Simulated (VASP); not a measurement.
# Be2C (Fm-3m) in VASP: a series of runs, part 2 of 2

VASP 6.6.1.

### 5 Single point, PBE

INCAR

```
  PREC = Accurate
  ENCUT = 600
  EDIFF = 1E-6
  ISMEAR = 1
  SIGMA = 0.15
  LREAL = False
  LASPH = True
  NELM = 120
  ALGO = Normal
  ISIF = 2
  LWAVE = False
  LCHARG = False
  GGA = PE
  NBANDS = 11
  GGA_COMPAT = False
```

KPOINTS

```
Automatic mesh
0
Gamma
  14 14 14
```

POSCAR

```
Be2C
1.0
    0.0000000000      2.1650000000      2.1650000000
    2.1650000000      0.0000000000      2.1650000000
    2.1650000000      2.1650000000      0.0000000000
Be C
2 1
Direct
    0.2500000000      0.2500000000      0.2500000000
    0.7500000000      0.7500000000      0.7500000000
    0.0000000000      0.0000000000      0.0000000000
```

Potentials or basis: VASP PAW PBE potentials, release 64 (Be, C).

The run is started by

```
cat potpaw_PBE.64/Be/POTCAR potpaw_PBE.64/C/POTCAR > POTCAR
mpirun -np 1 vasp_std > vasp.out
```

OUTCAR:

```text
PREC = Accurate
   ENCUT = 600
   EDIFF = 1E-6
   ISMEAR = 1
   LREAL = False
   LASPH = True
   NELM = 120
   ISIF = 2
   GGA = PE

 ion  position               nearest neighbor table
   1  0.250  0.250  0.250-   3 1.87   3 1.87   3 1.87   3 1.87   2 2.17   2 2.17   2 2.17   2 2.17
                             2 2.17   2 2.17
   2  0.750  0.750  0.750-   3 1.87   3 1.87   3 1.87   3 1.87   1 2.17   1 2.17   1 2.17   1 2.17
                             1 2.17   1 2.17
   3  0.000  0.000  0.000-   2 1.87   2 1.87   2 1.87   1 1.87   2 1.87   1 1.87   1 1.87   1 1.87

  LATTYP: Found a face centered cubic cell.
 ALAT       =     4.3300000000

  Lattice vectors:

 A1 = (   0.0000000000,   2.1650000000,   2.1650000000)
 A2 = (   2.1650000000,   0.0000000000,   2.1650000000)
 A3 = (   2.1650000000,   2.1650000000,   0.0000000000)

Analysis of symmetry for initial positions (statically):
=====================================================================
 Subroutine PRICEL returns:
 Original cell was already a primitive cell.

 Routine SETGRP: Setting up the symmetry group for a
 face centered cubic supercell.

 Subroutine GETGRP returns: Found 48 space group operations
 (whereof 48 operations were pure point group operations)
 out of a pool of 48 trial point group operations.

The static configuration has the point symmetry O_h .

Analysis of symmetry for dynamics (positions and initial velocities):
=====================================================================
 Subroutine PRICEL returns:
 Original cell was already a primitive cell.

 Routine SETGRP: Setting up the symmetry group for a
 face centered cubic supercell.

 Subroutine GETGRP returns: Found 48 space group operations
 (whereof 48 operations were pure point group operations)
 out of a pool of 48 trial point group operations.

The dynamic configuration has the point symmetry O_h .

 Subroutine INISYM returns: Found 48 space group operations
 (whereof 48 operations are pure point group operations),
 and found     1 'primitive' translations

----------------------------------------------------------------------------------------

                                     Primitive cell

  volume of cell :      20.2957

  direct lattice vectors                    reciprocal lattice vectors
     0.000000000  2.165000000  2.165000000    -0.230946882  0.230946882  0.230946882
     2.165000000  0.000000000  2.165000000     0.230946882 -0.230946882  0.230946882
     2.165000000  2.165000000  0.000000000     0.230946882  0.230946882 -0.230946882

  length of vectors
     3.061772363  3.061772363  3.061772363     0.400011734  0.400011734  0.400011734

  position of ions in fractional coordinates (direct lattice)
     0.250000000  0.250000000  0.250000000
     0.750000000  0.750000000  0.750000000
     0.000000000  0.000000000  0.000000000

  ion indices of the primitive-cell ions
   primitive index   ion index
                 1           1
                 2           2
                 3           3

----------------------------------------------------------------------------------------

 KPOINTS: Automatic mesh

Automatic generation of k-mesh.
 Grid dimensions read from file:
 generate k-points for:   14   14   14
[... 23 lines left out ...]
  0.142857  0.000000  0.000000      8.000000
  0.214286  0.000000  0.000000      8.000000
  0.285714  0.000000  0.000000      8.000000
  0.357143  0.000000  0.000000      8.000000
[... 16 lines left out ...]
  0.214286  0.142857  0.000000     24.000000
  0.285714  0.142857  0.000000     24.000000
 [... further k-points ...]
   k-points           NKPTS =    104   k-points in BZ     NKDIM =    104   number of bands    NBANDS=     11
   number of dos      NEDOS =    301   number of ions     NIONS =      3
   total plane-waves  NPLWV =  13824
   dimension x,y,z NGX =    24 NGY =   24 NGZ =   24
   dimension x,y,z NGXF=    48 NGYF=   48 NGZF=   48
   ions per type =               2   1
   NGX,Y,Z   is equivalent  to a cutoff of  13.03, 13.03, 13.03 a.u.
   NGXF,Y,Z  is equivalent  to a cutoff of  26.06, 26.06, 26.06 a.u.
 SYSTEM =  unknown system
   PREC   = accura    normal or accurate (medium, high low for compatibility)
   ISTART =      0    job   : 0-new  1-cont  2-samecut
   ICHARG =      2    charge: 1-file 2-atom 10-const
   ISPIN  =      1    spin polarized calculation?
   LNONCOLLINEAR =      F non collinear calculations
   LSORBIT =      F    spin-orbit coupling
   LASPH  =      T    aspherical Exc in radial PAW
   ENCUT  =  600.0 eV  44.10 Ry    6.64 a.u.   6.12  6.12  6.12*2*pi/ulx,y,z
   NELM   =    120;   NELMIN=  2; NELMDL= -5     # of ELM steps
   EDIFF  = 0.1E-05   stopping-criterion for ELM
   LREAL  =      F    real-space projection
   EDIFFG = 0.1E-04   stopping-criterion for IOM
   NSW    =      0    number of steps for IOM
   IBRION =     -1    ionic relax: 0-MD 1-quasi-New 2-CG
   NFREE  =      0    steps in history (QN), initial steepest desc. (CG)
   ISIF   =      2    stress and relaxation
   ISYM   =      2    0-nonsym 1-usesym 2-fastsym
   POTIM  = 0.5000    time-step for ionic-motion
   TEBEG  =    0.0;   TEEND  =   0.0 temperature during run
   PSTRESS=    0.0 pullay stress
   NELECT =       8.0000    total number of electrons
   NUPDOWN=      -1.0000    fix difference up-down
   EMIN   =  10.00;   EMAX   =-10.00  energy-range for DOS
   EFERMI =   0.00;   METHOD = LEGACY
   ISMEAR =     1;   SIGMA  =   0.15  broadening in eV -4-tet -1-fermi 0-gaus
   EFERMI_NEDOS =   21; number of points for ismear=-14 and -15
   IALGO  =     38    algorithm
   IMIX   =      4    mixing-type and parameters
     AMIX     =   0.40;   BMIX     =  1.00
     AMIX_MAG =   1.60;   BMIX_MAG =  1.00
  volume/ion in A,a.u.               =       6.77        45.65
  Fermi-wavevector in a.u.,A,eV,Ry     =   1.200338  2.268310 19.603432  1.440812
  Thomas-Fermi vector in A             =   2.336177
   LORBIT       =      0    0 simple, 1 ext, 2 COOP (PROOUT), +10 PAW based schemes
   GGA     = PE    functional components
   LHFCALC =     F    Hartree Fock is set to
   AEXX    =    0.0000 exact exchange contribution
   IVDW    =     0    specifies the selected vdW correction
   LEPSILON=     F    determine dielectric tensor
   LRPA    =     F    only Hartree local field effects (RPA)
 non-spin polarized calculation
 Methfessel and Paxton  Order N= 1 SIGMA  =   0.15
  energy-cutoff  :      600.00
  volume of cell :       20.30
 maximum number of plane-waves:       700
   NGX = 13   NGY = 13   NGZ = 13

 number of electron       8.0000000 magnetization

 Free energy of the ion-electron system (eV)
  ---------------------------------------------------
  ext. energy  EPLUGINS =         0.00000000
  ---------------------------------------------------
  free energy    TOTEN  =       -17.45699080 eV

  energy without entropy =      -17.45712798  energy(sigma->0) =      -17.45703653

 E-fermi :   7.7656     XC(G=0): -11.4363

 val. band max:        7.7233531598   @ k =   0.0000   0.0000   0.0000
 cond. band min:       8.8808312655   @ k =   0.5000   0.5000   0.0000
 fundamental gap:      1.1574781057
 Fermi energy:         7.7656230792

 k-point     1 :       0.0000    0.0000    0.0000
  band No.  band energies     occupation
      1      -7.3122      2.00000
      2       7.7234      1.45661
      3       7.7234      1.45661
      4       7.7234      1.45661
      5      11.8506      0.00000
      6      11.8506      0.00000
      7      11.8506      0.00000
      8      14.4677      0.00000
      9      20.8883      0.00000
     10      20.8883      0.00000
     11      20.8883      0.00000
[... 309 lines left out ...]
 k-point    24 :       0.2857    0.1429    0.0000
  band No.  band energies     occupation
      1      -6.1488      2.00000
      2       3.2644      2.00000
      3       5.2557      2.00000
      4       6.0552      2.00000
      5      12.6325      0.00000
      6      13.8912      0.00000
      7      14.9226      0.00000
      8      15.1540      0.00000
      9      19.0480      0.00000
     10      21.9138      0.00000
     11      23.5508      0.00000

 [... further k-points ...]
[... 5 lines left out ...]
  --------------------------------------------------------------------------------------
  -------------------------------------------------------------------------------------
  Total        0.0047446      0.0047446      0.0047446     -0.0000000     -0.0000000      0.0000000
  in kB        0.3745468      0.3745468      0.3745468     -0.0000000     -0.0000000      0.0000000
  external PRESSURE =       0.3745468 kB  Pullay stress =       0.0000000 kB

 VOLUME and BASIS-vectors are now :
 -----------------------------------------------------------------------------
  energy-cutoff  :      600.00
  volume of cell :       20.30
      direct lattice vectors                 reciprocal lattice vectors
     0.000000000  2.165000000  2.165000000    -0.230946882  0.230946882  0.230946882
     2.165000000  0.000000000  2.165000000     0.230946882 -0.230946882  0.230946882
     2.165000000  2.165000000  0.000000000     0.230946882  0.230946882 -0.230946882

 POSITION                                       TOTAL-FORCE (eV/Angst)
 -----------------------------------------------------------------------------------
      1.08250      1.08250      1.08250        -0.000000      0.000000      0.000000
      3.24750      3.24750      3.24750         0.000000      0.000000     -0.000000
      0.00000      0.00000      0.00000        -0.000000     -0.000000     -0.000000
 -----------------------------------------------------------------------------------
    total drift:                               -0.000000     -0.000000      0.000000

  FREE ENERGIE OF THE ION-ELECTRON SYSTEM (eV)
  ---------------------------------------------------
  free  energy   TOTEN  =       -17.4569908009 eV

  energy  without entropy=      -17.4571279842  energy(sigma->0) =      -17.45703653
```

OSZICAR:

```text
N       E                     dE             d eps       ncg     rms          rms(c)
DAV:   1     0.638811225538E+01    0.63881E+01   -0.43313E+03  2288   0.752E+02
DAV:   2    -0.176539984945E+02   -0.24042E+02   -0.22315E+02  3005   0.133E+02
DAV:   3    -0.185558922947E+02   -0.90189E+00   -0.89760E+00  3022   0.196E+01
DAV:   4    -0.185610626051E+02   -0.51703E-02   -0.51692E-02  2694   0.168E+00
DAV:   5    -0.185610878748E+02   -0.25270E-04   -0.25269E-04  2895   0.108E-01    0.534E+00
DAV:   6    -0.175182124231E+02    0.10429E+01   -0.30879E+00  2369   0.834E+00    0.210E+00
DAV:   7    -0.174661846219E+02    0.52028E-01   -0.18557E-01  2807   0.298E+00    0.126E+00
DAV:   8    -0.174571836197E+02    0.90010E-02   -0.11300E-02  2483   0.120E+00    0.213E-01
DAV:   9    -0.174569900620E+02    0.19356E-03   -0.27726E-04  2924   0.106E-01    0.122E-01
DAV:  10    -0.174569913567E+02   -0.12947E-05   -0.15741E-04  2631   0.851E-02    0.115E-02
DAV:  11    -0.174569909155E+02    0.44124E-06   -0.19862E-05  2729   0.232E-02    0.288E-03
DAV:  12    -0.174569908009E+02    0.11456E-06   -0.78398E-07  1345   0.647E-03
   1 F= -.17456991E+02 E0= -.17457037E+02  d E =0.137183E-03
```

stdout:

```text
POSCAR found type information on POSCAR BeC
 POSCAR found :  2 types and       3 ions
 scaLAPACK will be used
 LDA part: xc-table for (Slater+PW92), standard interpolation
 POSCAR, INCAR and KPOINTS ok, starting setup
 FFT: planning ... GRIDC
 FFT: planning ... GRID_SOFT
 FFT: planning ... GRID
 WAVECAR not read
 entering main loop
```

Wall time 6.9 s (1 thread of Intel Xeon 6975P-C (Granite Rapids), shared host); peak memory 0.15 GiB.

Results:

* Free energy: -17.4570 eV
* Pressure: 0.0 GPa
* Band gap on the k mesh: 1.16 eV, indirect (least direct gap 4.13 eV)

Levels at points of the mesh, in eV from the valence-band top:
```csv
k point,band 1,band 2,band 3,band 4,band 5,band 6,band 7,band 8
"(0.00, 0.00, 0.00)",-15.04,0.00,0.00,0.00,4.13,4.13,4.13,6.74
"(0.50, 0.00, 0.00)",-12.17,-8.72,-1.83,-1.83,5.00,5.00,7.00,9.81
"(0.50, 0.50, 0.00)",-11.42,-6.77,-4.72,-4.72,1.16,5.72,13.24,13.24
```

A k mesh can miss the band edges.

### 6 Single point, PBE

INCAR

```
ALGO = Normal
EDIFF = 1E-6
ENCUT = 600
GGA = PE
GGA_COMPAT = False
ISIF = 2
ISMEAR = -5
LASPH = True
LCHARG = True
LELF = True
LREAL = False
LVHAR = True
LWAVE = False
NBANDS = 11
NELM = 120
PREC = Accurate
SIGMA = 0.1
```

KPOINTS

```
k-points
0
Gamma
  14 14 14
```

POSCAR is that of step 5.

Potentials or basis: VASP PAW PBE potentials, release 64 (Be, C).

The run is started by

```
cat potpaw_PBE.64/Be/POTCAR potpaw_PBE.64/C/POTCAR > POTCAR
mpirun -np 1 vasp_std > vasp.out
```

OUTCAR:

```text
EDIFF = 1E-6
   ENCUT = 600
   GGA = PE
   ISIF = 2
   ISMEAR = -5
   LASPH = True
   LREAL = False
   NELM = 120
   PREC = Accurate

 ion  position               nearest neighbor table
   1  0.250  0.250  0.250-   3 1.87   3 1.87   3 1.87   3 1.87   2 2.17   2 2.17   2 2.17   2 2.17
                             2 2.17   2 2.17
   2  0.750  0.750  0.750-   3 1.87   3 1.87   3 1.87   3 1.87   1 2.17   1 2.17   1 2.17   1 2.17
                             1 2.17   1 2.17
   3  0.000  0.000  0.000-   2 1.87   2 1.87   2 1.87   1 1.87   2 1.87   1 1.87   1 1.87   1 1.87

  LATTYP: Found a face centered cubic cell.
 ALAT       =     4.3300000000

  Lattice vectors:

 A1 = (   0.0000000000,   2.1650000000,   2.1650000000)
 A2 = (   2.1650000000,   0.0000000000,   2.1650000000)
 A3 = (   2.1650000000,   2.1650000000,   0.0000000000)

Analysis of symmetry for initial positions (statically):
=====================================================================
 Subroutine PRICEL returns:
 Original cell was already a primitive cell.

 Routine SETGRP: Setting up the symmetry group for a
 face centered cubic supercell.

 Subroutine GETGRP returns: Found 48 space group operations
 (whereof 48 operations were pure point group operations)
[... 176 lines left out ...]
  band No.  band energies     occupation
      1      -7.3122      2.00000
      2       7.7234      2.00000
      3       7.7234      2.00000
      4       7.7234      2.00000
      5      11.8506      0.00000
      6      11.8506      0.00000
      7      11.8506      0.00000
      8      14.4677      0.00000
      9      20.8883      0.00000
     10      20.8883      0.00000
     11      20.8883      0.00000
[... 309 lines left out ...]
 k-point    24 :       0.2857    0.1429    0.0000
  band No.  band energies     occupation
      1      -6.1488      2.00000
      2       3.2644      2.00000
      3       5.2557      2.00000
      4       6.0552      2.00000
      5      12.6325      0.00000
      6      13.8912      0.00000
      7      14.9226      0.00000
      8      15.1540      0.00000
      9      19.0480      0.00000
     10      21.9138      0.00000
     11      23.5508      0.00000

 [... further k-points ...]
[... 5 lines left out ...]
  --------------------------------------------------------------------------------------
  -------------------------------------------------------------------------------------
  Total        0.0048275      0.0048275      0.0048275     -0.0000000     -0.0000000     -0.0000000
  in kB        0.3810934      0.3810934      0.3810934     -0.0000000     -0.0000000     -0.0000000
  external PRESSURE =       0.3810934 kB  Pullay stress =       0.0000000 kB

 VOLUME and BASIS-vectors are now :
 -----------------------------------------------------------------------------
  energy-cutoff  :      600.00
  volume of cell :       20.30
      direct lattice vectors                 reciprocal lattice vectors
     0.000000000  2.165000000  2.165000000    -0.230946882  0.230946882  0.230946882
     2.165000000  0.000000000  2.165000000     0.230946882 -0.230946882  0.230946882
     2.165000000  2.165000000  0.000000000     0.230946882  0.230946882 -0.230946882

 POSITION                                       TOTAL-FORCE (eV/Angst)
 -----------------------------------------------------------------------------------
      1.08250      1.08250      1.08250        -0.000000     -0.000000      0.000000
      3.24750      3.24750      3.24750         0.000000      0.000000     -0.000000
      0.00000      0.00000      0.00000         0.000000      0.000000      0.000000
 -----------------------------------------------------------------------------------
    total drift:                               -0.000000     -0.000000      0.000000

  FREE ENERGIE OF THE ION-ELECTRON SYSTEM (eV)
  ---------------------------------------------------
  free  energy   TOTEN  =       -17.4570399886 eV

  energy  without entropy=      -17.4570399886  energy(sigma->0) =      -17.45703999
```

stdout:

```text
POSCAR found type information on POSCAR BeC
 POSCAR found :  2 types and       3 ions
 scaLAPACK will be used
 LDA part: xc-table for (Slater+PW92), standard interpolation
 POSCAR, INCAR and KPOINTS ok, starting setup
 FFT: planning ... GRIDC
 FFT: planning ... GRID_SOFT
 FFT: planning ... GRID
 WAVECAR not read
 entering main loop
```

It took 7.2 s on 1 thread of Intel Xeon 6975P-C (Granite Rapids), shared host; peak memory 0.15 GiB.

What came out:

```
Free energy            : -17.4570 eV
Pressure               : 0.0 GPa
Band gap on the k mesh : 1.16 eV, indirect (least direct gap 4.13 eV)
```

Levels at points of the mesh, in eV from the valence-band top:
```csv
k point,band 1,band 2,band 3,band 4,band 5,band 6,band 7,band 8,band 9
"(0.00, 0.00, 0.00)",-15.04,0.00,0.00,0.00,4.13,4.13,4.13,6.74,13.16
"(0.50, 0.00, 0.00)",-12.17,-8.72,-1.83,-1.83,5.00,5.00,7.00,9.81,14.50
"(0.50, 0.50, 0.00)",-11.42,-6.77,-4.72,-4.72,1.16,5.72,13.24,13.24,15.29
```

A k mesh can miss the band edges. Expect the measured gap to be larger: semilocal functionals such as PBE lack the derivative discontinuity.

### 7 Overview

```tsv
smearing	gap on the mesh (eV)	pressure (GPa)
fermi-dirac 0.15 eV	1.16	0.0
gaussian 0.05 eV	1.16	0.0
fermi-dirac 0.28 eV	1.16	0.1
methfessel-paxton 0.15 eV	1.16	0.0
tetrahedron	1.16	0.0
```

Alike in all rows: task single point; level PBE; potentials or basis VASP PAW PBE potentials, release 64 (Be, C); no spin polarisation; cell as given; k mesh 14 × 14 × 14; cutoff (eV) 600.

On the cell as given the gap runs from 1.16 eV (PBE) to 1.16 eV (PBE).

Absolute energies hang on the potentials; compare differences alone.
